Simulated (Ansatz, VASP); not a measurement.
AlNi in VASP and in Ansatz

```
Al Ni
1.0
     2.02133   -2.02135    0.00000
     2.02133    2.02135    0.00000
     0.00000    0.00000    2.86941
Al Ni
1 1
Direct
  0.00000 0.00000 0.00000
  0.50000 0.50000 0.50000
```

Alike in both runs: functional PBEsol; k mesh 16 × 16 × 14; occupations gaussian, width 0.1 eV; no spin polarisation.

Ansatz relaxed the structure, and its values are those at the end. VASP's run is a single point on that final structure, the one shown.

```csv
,VASP,Ansatz
version,VASP 6.6.1,Ansatz 0.2.0
potentials or method,"VASP PAW PBE potentials, release 64 (Al, Ni), cutoff 520 eV","scalar-relativistic, plane waves, PAW"
valence electrons in the cell,13,21
```

VASP gave:

| Property | Result |
| --- | --- |
| gap on the k mesh at the Fermi level (eV) | none |
| pressure (GPa) | 0.1 |

What did Ansatz give for the same quantities?

gap on the k mesh at the Fermi level (eV): none; pressure (GPa): 0.0.

VASP's potentials were made for PBE, not for PBEsol. A gap of «none» marks a metal or a gap that the smearing closes. With one functional, cell and mesh, what is left measures potentials, basis and numerics. VASP's potentials hold 13 valence electrons a cell and Ansatz's 21, so a difference there can come from the potentials and not from the codes.
